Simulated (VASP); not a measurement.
LiH: single point with PBEsol

Crystal: LiH.

```xyz
2
Lattice="0.0000 1.9512 1.9512 1.9512 0.0000 1.9512 1.9512 1.9512 0.0000" Properties=species:S:1:pos:R:3 pbc="T T T"
Li    0.0000    0.0000    0.0000
H     1.9512    1.9512    1.9512
```

This cell differs from its parent crystal: strain -0.040 along x and y, -0.040 along z.

```
Program             : VASP 6.6.1
Task                : single point
Functional          : PBEsol
Potentials or basis : VASP PAW PBE potentials, release 64 (Li_sv, H)
Cutoff              : 520 eV
k mesh              : 10 × 10 × 10
Occupations         : gaussian, width 0.05 eV
Spin                : no spin polarisation
```

* Band gap on the k mesh: 2.67 eV, direct

Levels at points of the mesh, in eV from the valence-band top:
```csv
k point,band 1,band 2,band 3,band 4,band 5,band 6
"(0.00, 0.00, 0.00)",-43.65,-5.85,17.17,18.54,18.54,18.54
"(0.50, 0.00, 0.00)",-43.58,-2.95,4.90,14.27,17.02,17.02
"(0.50, 0.50, 0.00)",-43.56,0.00,2.67,11.01,11.01,14.18
```

Wall time 2.9 s on 1 thread of Intel(R) Xeon(R) 6975P-C (Granite Rapids), on a shared host, peak memory 0.13 GiB.

Caveat: the cell differs from its parent crystal (strain -0.040 along x and y, -0.040 along z). A k mesh can miss the band edges.
